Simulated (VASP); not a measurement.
PbS (Galena):

```
Pb S
1.0
     0.00000    2.96575    2.96575
     2.96575    0.00000    2.96575
     2.96575    2.96575    0.00000
Pb S
1 1
Direct
  0.00000 0.00000 0.00000
  0.50000 0.50000 0.50000
```

| Item | Value |
| --- | --- |
| Program | VASP 6.6.1 |
| Task | relaxation of cell and atoms |
| Functional | BLYP |
| Dispersion | D4 |
| Potentials or basis | VASP PAW PBE potentials, release 64 (Pb_d, S) |
| Cutoff | 600 eV |
| k mesh | 8 × 8 × 8 |
| Occupations | fermi-dirac, width 0.05 eV |
| Spin | no spin polarisation |

At the start: pressure 2.0 GPa; volume 26.09 Å³/atom.

Q: Where does the relaxation end?

A: Over 9 steps the energy falls by 36.8 meV/atom and the volume is 28.76 Å³/atom (+10.3 %); space group Fm-3m (No. 225, to 0.05 Å).

Step by step:
| step | energy change (eV) | largest force (eV/Å) | pressure (GPa) | volume (Å³) |
| --- | --- | --- | --- | --- |
| 1 | 0.0000 | 0.0000 | 2.00 | 52.17 |
| 2 | -0.0145 | 0.0000 | 0.76 | 54.66 |
| 3 | -0.0499 | 0.0000 | 5.70 | 56.36 |
| 4 | -0.0284 | 0.0000 | -4.61 | 59.85 |
| 5 | -0.0674 | 0.0000 | -2.57 | 58.22 |
| 6 | -0.0670 | 0.0000 | 3.57 | 56.92 |
| 7 | -0.0733 | 0.0000 | -0.66 | 57.67 |
| 8 | -0.0736 | 0.0000 | 0.11 | 57.51 |
| 9 | -0.0736 | 0.0000 | 0.05 | 57.52 |

Final structure:
```xyz
2
Lattice="0.0000 3.0638 3.0638 3.0638 0.0000 3.0638 3.0638 3.0638 0.0000" Properties=species:S:1:pos:R:3 pbc="T T T"
Pb    0.0000    0.0000    0.0000
S     3.0638    3.0638    3.0638
```

Caveat: the PAW data sets were made with another functional, which shifts forces and pressure a little; the volume moved by +10 % from the deposited cell, more than functionals usually miss.
